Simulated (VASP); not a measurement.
# Ca (I4/mmm) in VASP: a series of runs

Runs on Ca. Level: PBEsol. Tasks: single point.

Program: VASP 6.6.1. These are calculated values, not measurements. Logs are shortened: lines on timing, memory, paths and dates and some standing lists are left out, and cuts for length are marked.

**1. The cell of the first run**

It takes space group I4/mmm (No. 139, tetragonal). Conventional cell: a = 3.794 Å, b = 3.794 Å, c = 5.588 Å, α = 90.00°, β = 90.00°, γ = 90.00°. Ca (site symmetry 4/mmm) has 12 Ca at 3.79 to 3.87 Å within 5.0 Å.

**2. Single point, PBEsol (strain -0.040 along x and y, +0.000 along z)**

File INCAR:

```
PREC     = Accurate       # precision mode
ENCUT    = 520            # plane-wave cutoff, eV
EDIFF    = 1E-6           # SCF threshold, eV
ISMEAR   = 0              # smearing method
SIGMA    = 0.15           # smearing width, eV
LREAL    = F              # projectors in reciprocal space
LASPH    = T              # aspherical terms in the spheres
NELM     = 60             # most SCF steps
ALGO     = Normal         # electronic algorithm
ISIF     = 2              # what is computed and relaxed
LWAVE    = F              # write WAVECAR
LCHARG   = F              # write CHGCAR
GGA      = PS             # functional
NBANDS   = 11             # bands
```

File KPOINTS:

```
regular mesh
0
Gamma
  14 14 14
```

File POSCAR:

```
Ca
1.0
    0.0000000000      2.6824320000      2.7942000000
    2.6824320000      0.0000000000      2.7942000000
    2.6824320000      2.6824320000      0.0000000000
Ca
1
Direct
    0.0000000000      0.0000000000      0.0000000000
```

Potentials or basis: VASP PAW PBE potentials, release 64 (Ca_sv).

On the command line:

```console
$ cat potpaw_PBE.64/Ca_sv/POTCAR > POTCAR
$ mpirun -np 1 vasp_std > vasp.out
```

OUTCAR:

```text
PREC = Accurate
   ENCUT = 520
   EDIFF = 1E-6
   ISMEAR = 0
   LREAL = F
   LASPH = T
   NELM = 60
   ISIF = 2
   GGA = PS

 ion  position               nearest neighbor table
   1  0.000  0.000  0.000-

  LATTYP: Found a body centered tetragonal cell.
 ALAT       =     3.7935317145
 C/A-ratio  =     1.4731391275

  Lattice vectors:

 A1 = (  -2.6824320000,   0.0000000000,   2.7942000000)
 A2 = (   2.6824320000,   0.0000000000,   2.7942000000)
 A3 = (   0.0000000000,   2.6824320000,  -2.7942000000)

Analysis of symmetry for initial positions (statically):
=====================================================================
 Subroutine PRICEL returns:
 Original cell was already a primitive cell.

 Routine SETGRP: Setting up the symmetry group for a
 body centered tetragonal supercell.

 Subroutine GETGRP returns: Found 16 space group operations
 (whereof 16 operations were pure point group operations)
 out of a pool of 16 trial point group operations.

The static configuration has the point symmetry D_4h.

Analysis of symmetry for dynamics (positions and initial velocities):
=====================================================================
 Subroutine PRICEL returns:
 Original cell was already a primitive cell.

 Routine SETGRP: Setting up the symmetry group for a
 body centered tetragonal supercell.

 Subroutine GETGRP returns: Found 16 space group operations
 (whereof 16 operations were pure point group operations)
 out of a pool of 16 trial point group operations.

The dynamic configuration has the point symmetry D_4h.

 Subroutine INISYM returns: Found 16 space group operations
 (whereof 16 operations are pure point group operations),
 and found     1 'primitive' translations

----------------------------------------------------------------------------------------

                                     Primitive cell

  volume of cell :      40.2110

  direct lattice vectors                    reciprocal lattice vectors
     0.000000000  2.682432000  2.794200000    -0.186398015  0.186398015  0.178942094
     2.682432000  0.000000000  2.794200000     0.186398015 -0.186398015  0.178942094
     2.682432000  2.682432000  0.000000000     0.186398015  0.186398015 -0.178942094

  length of vectors
     3.873369989  3.873369989  3.793531715     0.318604321  0.318604321  0.318604321

  position of ions in fractional coordinates (direct lattice)
     0.000000000  0.000000000  0.000000000

  ion indices of the primitive-cell ions
   primitive index   ion index
                 1           1

----------------------------------------------------------------------------------------

 KPOINTS: regular mesh

Automatic generation of k-mesh.
 Grid dimensions read from file:
 generate k-points for:   14   14   14

 Generating k-lattice:

  Cartesian coordinates                     Fractional coordinates (reciprocal lattice)
    -0.013314144  0.013314144  0.012781578     0.071428571  0.000000000  0.000000000
     0.013314144 -0.013314144  0.012781578     0.000000000  0.071428571  0.000000000
     0.013314144  0.013314144 -0.012781578     0.000000000  0.000000000  0.071428571

  Length of vectors
     0.022757451  0.022757451  0.022757451

  Shift w.r.t. Gamma in fractional coordinates (k-lattice)
     0.000000000  0.000000000  0.000000000

 Subroutine IBZKPT returns following result:
 ===========================================

 Found    244 irreducible k-points:

 Following reciprocal coordinates:
            Coordinates               Weight
  0.000000  0.000000  0.000000      1.000000
  0.071429  0.000000  0.000000      8.000000
  0.142857  0.000000  0.000000      8.000000
  0.214286  0.000000  0.000000      8.000000
  0.285714  0.000000  0.000000      8.000000
  0.357143 -0.000000  0.000000      8.000000
[... 16 lines left out ...]
  0.214286  0.142857  0.000000      8.000000
  0.285714  0.142857  0.000000      8.000000
 [... further k-points ...]
   k-points           NKPTS =    244   k-points in BZ     NKDIM =    244   number of bands    NBANDS=     11
   number of dos      NEDOS =    301   number of ions     NIONS =      1
   total plane-waves  NPLWV =  25200
   dimension x,y,z NGX =    30 NGY =   30 NGZ =   28
   dimension x,y,z NGXF=    60 NGYF=   60 NGZF=   56
   ions per type =               1
   NGX,Y,Z   is equivalent  to a cutoff of  12.88, 12.88, 12.27 a.u.
   NGXF,Y,Z  is equivalent  to a cutoff of  25.75, 25.75, 24.54 a.u.
 SYSTEM =  unknown system
   PREC   = accura    normal or accurate (medium, high low for compatibility)
   ISTART =      0    job   : 0-new  1-cont  2-samecut
   ICHARG =      2    charge: 1-file 2-atom 10-const
   ISPIN  =      1    spin polarized calculation?
   LNONCOLLINEAR =      F non collinear calculations
   LSORBIT =      F    spin-orbit coupling
   LASPH  =      T    aspherical Exc in radial PAW
   ENCUT  =  520.0 eV  38.22 Ry    6.18 a.u.   7.20  7.20  7.05*2*pi/ulx,y,z
   NELM   =     60;   NELMIN=  2; NELMDL= -5     # of ELM steps
   EDIFF  = 0.1E-05   stopping-criterion for ELM
   LREAL  =      F    real-space projection
   EDIFFG = 0.1E-04   stopping-criterion for IOM
   NSW    =      0    number of steps for IOM
   IBRION =     -1    ionic relax: 0-MD 1-quasi-New 2-CG
   NFREE  =      0    steps in history (QN), initial steepest desc. (CG)
   ISIF   =      2    stress and relaxation
   ISYM   =      2    0-nonsym 1-usesym 2-fastsym
   POTIM  = 0.5000    time-step for ionic-motion
   TEBEG  =    0.0;   TEEND  =   0.0 temperature during run
   PSTRESS=    0.0 pullay stress
   NELECT =      10.0000    total number of electrons
   NUPDOWN=      -1.0000    fix difference up-down
   EMIN   =  10.00;   EMAX   =-10.00  energy-range for DOS
   EFERMI =   0.00;   METHOD = LEGACY
   ISMEAR =     0;   SIGMA  =   0.15  broadening in eV -4-tet -1-fermi 0-gaus
   EFERMI_NEDOS =   21; number of points for ismear=-14 and -15
   IALGO  =     38    algorithm
   IMIX   =      4    mixing-type and parameters
     AMIX     =   0.40;   BMIX     =  1.00
     AMIX_MAG =   1.60;   BMIX_MAG =  1.00
  volume/ion in A,a.u.               =      40.21       271.36
  Fermi-wavevector in a.u.,A,eV,Ry     =   1.029500  1.945474 14.420422  1.059871
  Thomas-Fermi vector in A             =   2.163551
   LORBIT       =      0    0 simple, 1 ext, 2 COOP (PROOUT), +10 PAW based schemes
   GGA     = PS    functional components
   LHFCALC =     F    Hartree Fock is set to
   AEXX    =    0.0000 exact exchange contribution
   IVDW    =     0    specifies the selected vdW correction
   LEPSILON=     F    determine dielectric tensor
   LRPA    =     F    only Hartree local field effects (RPA)
 non-spin polarized calculation
 Gauss-broadening in eV      SIGMA  =   0.15
  energy-cutoff  :      520.00
  volume of cell :       40.21
 maximum number of plane-waves:      1093
 NGX is ok and might be reduce to    30
   NGX = 15   NGY = 15   NGZ = 15

 number of electron      10.0000000 magnetization

 Free energy of the ion-electron system (eV)
  ---------------------------------------------------
  ext. energy  EPLUGINS =         0.00000000
  ---------------------------------------------------
  free energy    TOTEN  =        -2.14004693 eV

  energy without entropy =       -2.12513598  energy(sigma->0) =       -2.13259146

 E-fermi :   2.0819     XC(G=0):  -7.9648

 val. band max:        2.0791820899   @ k =  -0.3571   0.2857   0.1429
 cond. band min:       2.0933010160   @ k =  -0.2857   0.3571   0.2857
 fundamental gap:      0.0141189261
 Fermi energy:         2.0818539761

 k-point     1 :       0.0000    0.0000    0.0000
  band No.  band energies     occupation
      1     -39.6463      2.00000
      2     -20.6345      2.00000
      3     -20.6297      2.00000
      4     -20.6297      2.00000
      5      -2.0372      2.00000
      6       4.3454      0.00000
      7       4.5434      0.00000
      8       4.5434      0.00000
      9       5.4755      0.00000
     10       5.7401      0.00000
     11      11.4361      0.00000

 k-point     2 :       0.0714    0.0000    0.0000
  band No.  band energies     occupation
      1     -39.6454      2.00000
      2     -20.6404      2.00000
      3     -20.6338      2.00000
      4     -20.6307      2.00000
      5      -1.9459      2.00000
      6       4.3192      0.00000
      7       4.5033      0.00000
      8       4.5802      0.00000
      9       5.4495      0.00000
     10       5.7030      0.00000
     11      11.5570      0.00000

 k-point     3 :       0.1429    0.0000    0.0000
  band No.  band energies     occupation
      1     -39.6430      2.00000
      2     -20.6636      2.00000
      3     -20.6382      2.00000
      4     -20.6332      2.00000
      5      -1.6769      2.00000
      6       4.0977      0.00000
      7       4.5266      0.00000
      8       4.6683      0.00000
      9       5.4140      0.00000
     10       5.6265      0.00000
     11      11.4815      0.00000

 k-point     4 :       0.2143    0.0000    0.0000
  band No.  band energies     occupation
      1     -39.6395      2.00000
      2     -20.6977      2.00000
      3     -20.6439      2.00000
      4     -20.6368      2.00000
      5      -1.2455      2.00000
      6       3.7296      0.00000
      7       4.5397      0.00000
      8       4.7306      0.00000
      9       5.4813      0.00000
     10       5.6134      0.00000
     11      10.3664      0.00000

 k-point     5 :       0.2857    0.0000    0.0000
  band No.  band energies     occupation
      1     -39.6355      2.00000
      2     -20.7352      2.00000
      3     -20.6501      2.00000
      4     -20.6408      2.00000
      5      -0.6784      2.00000
      6       3.2965      0.00000
      7       4.4630      0.00000
      8       4.6896      0.00000
      9       5.7098      0.00000
     10       5.7568      0.00000
     11       9.2866      0.00000
[... 211 lines left out ...]
 k-point    21 :      -0.0714    0.0714    0.0000
  band No.  band energies     occupation
      1     -39.6439      2.00000
      2     -20.6520      2.00000
      3     -20.6402      2.00000
      4     -20.6308      2.00000
      5      -1.7890      2.00000
      6       4.2648      0.00000
      7       4.4276      0.00000
      8       4.6439      0.00000
      9       5.5067      0.00000
     10       5.5708      0.00000
     11      11.7022      0.00000

 k-point    22 :       0.1429    0.1429    0.0000
  band No.  band energies     occupation
      1     -39.6423      2.00000
      2     -20.6648      2.00000
      3     -20.6398      2.00000
      4     -20.6398      2.00000
      5      -1.5838      2.00000
      6       3.9404      0.00000
      7       4.7516      0.00000
      8       4.7516      0.00000
      9       4.9822      0.00000
     10       5.8483      0.00000
     11      12.0386      0.00000

 k-point    23 :       0.2143    0.1429    0.0000
  band No.  band energies     occupation
      1     -39.6398      2.00000
      2     -20.6849      2.00000
      3     -20.6455      2.00000
      4     -20.6448      2.00000
      5      -1.2790      2.00000
      6       3.7342      0.00000
      7       4.6202      0.00000
      8       4.8586      0.00000
      9       5.0082      0.00000
     10       5.8932      0.00000
     11      11.4226      0.00000

 k-point    24 :       0.2857    0.1429    0.0000
  band No.  band energies     occupation
      1     -39.6365      2.00000
      2     -20.7133      2.00000
      3     -20.6533      2.00000
      4     -20.6495      2.00000
      5      -0.8213      2.00000
      6       3.4656      0.00000
      7       4.3234      0.00000
      8       4.9134      0.00000
      9       5.2839      0.00000
     10       5.9813      0.00000
     11      10.2061      0.00000

 [... further k-points ...]

------------------------ aborting loop because EDIFF is reached ----------------------------------------

  FORCE on cell =-STRESS in cart. coord.  units (eV):
  Direction    XX          YY          ZZ          XY          YZ          ZX
  --------------------------------------------------------------------------------------
  -------------------------------------------------------------------------------------
  Total        0.0735500      0.0735500     -0.0276175      0.0000000      0.0000000      0.0000000
  in kB        2.9305439      2.9305439     -1.1003981      0.0000000      0.0000000      0.0000000
  external PRESSURE =       1.5868966 kB  Pullay stress =       0.0000000 kB

 VOLUME and BASIS-vectors are now :
 -----------------------------------------------------------------------------
  energy-cutoff  :      520.00
  volume of cell :       40.21
      direct lattice vectors                 reciprocal lattice vectors
     0.000000000  2.682432000  2.794200000    -0.186398015  0.186398015  0.178942094
     2.682432000  0.000000000  2.794200000     0.186398015 -0.186398015  0.178942094
     2.682432000  2.682432000  0.000000000     0.186398015  0.186398015 -0.178942094

 POSITION                                       TOTAL-FORCE (eV/Angst)
 -----------------------------------------------------------------------------------
      0.00000      0.00000      0.00000         0.000000     -0.000000      0.000000
 -----------------------------------------------------------------------------------
    total drift:                               -0.000000     -0.000000      0.000000

  FREE ENERGIE OF THE ION-ELECTRON SYSTEM (eV)
  ---------------------------------------------------
  free  energy   TOTEN  =        -2.1400469347 eV

  energy  without entropy=       -2.1251359767  energy(sigma->0) =       -2.13259146
```

It took 32 s on 1 thread of Intel Xeon 6975P-C (Granite Rapids), shared host; peak memory 0.24 GiB.

Results:

| Property | Result |
| --- | --- |
| Free energy | -2.1400 eV |
| Pressure | 0.2 GPa |
| Band gap on the k mesh | zero (bands 5 and 6 overlap by 0.26 eV) |

Levels at points of the mesh, in eV from the Fermi level:
```
           k point  band 2  band 3  band 4  band 5  band 6  band 7  band 8  band 9
(0.00, 0.00, 0.00)  -22.72  -22.71  -22.71   -4.12    2.26    2.46    2.46    3.39
(0.50, 0.00, 0.00)  -22.88  -22.74  -22.73   -1.02   -0.11    2.15    2.39    4.22
(0.50, 0.50, 0.00)  -22.87  -22.77  -22.77   -0.59    0.60    0.79    4.28    4.45
(0.50, 0.00, 0.50)  -22.87  -22.79  -22.77   -0.47    0.51    1.20    4.24    4.37
```

Caveat: the cell differs from its parent crystal (strain -0.040 along x and y, +0.000 along z); the PAW data sets were made with another functional, which shifts forces and pressure a little.

**3. Single point, PBEsol (strain +0.000 along x and y, +0.040 along z)**

File INCAR:

```
SYSTEM = Ca
PREC = Accurate ; ENCUT = 520
EDIFF = 1E-7 ; ISMEAR = 0
SIGMA = 0.15 ; LREAL = .False.
LASPH = .True. ; NELM = 80
ALGO = Normal ; ISIF = 2
LWAVE = .False. ; LCHARG = .False.
GGA = PS ; NBANDS = 11
```

File KPOINTS:

```
Automatic mesh
0
Gamma
  14 14 14
  0 0 0
```

File POSCAR:

```
Ca
1.0
    0.0000000000      2.7942000000      2.9059680000
    2.7942000000      0.0000000000      2.9059680000
    2.7942000000      2.7942000000      0.0000000000
Ca
1
Direct
    0.0000000000      0.0000000000      0.0000000000
```

Potentials or basis: VASP PAW PBE potentials, release 64 (Ca_sv).

On the command line:

```console
$ cat potpaw_PBE.64/Ca_sv/POTCAR > POTCAR
$ mpirun -np 1 vasp_std > vasp.out
```

It took 44 s on 1 thread of Intel Xeon 6975P-C (Granite Rapids), shared host; peak memory 0.26 GiB.

Results (log left out):

```
Free energy            : -2.1144 eV
Pressure               : -1.7 GPa
Band gap on the k mesh : zero (bands 5 and 6 overlap by 0.42 eV)
```

Stress tensor (GPa, compression positive):
```
-1.55  0.00  0.00
 0.00 -1.55  0.00
 0.00  0.00 -1.91
```

Levels at points of the mesh, in eV from the Fermi level:
```
           k point  band 1  band 2  band 3  band 4  band 5  band 6  band 7  band 8  band 9  band 10
(0.00, 0.00, 0.00)  -42.01  -23.01  -23.01  -23.01   -3.90    2.12    2.29    2.29    3.10     3.32
(0.50, 0.00, 0.00)  -42.00  -23.12  -23.03  -23.02   -0.97   -0.20    2.03    2.23    3.81     3.88
(0.50, 0.50, 0.00)  -42.00  -23.11  -23.05  -23.05   -0.48    0.61    0.65    3.86    4.01     4.01
(0.50, 0.00, 0.50)  -42.00  -23.11  -23.06  -23.05   -0.35    0.58    0.96    3.83    3.94     4.09
```

Caveat: the cell differs from its parent crystal (strain +0.000 along x and y, +0.040 along z); the PAW data sets were made with another functional, which shifts forces and pressure a little.

(Part 1 of 2 ends here.)
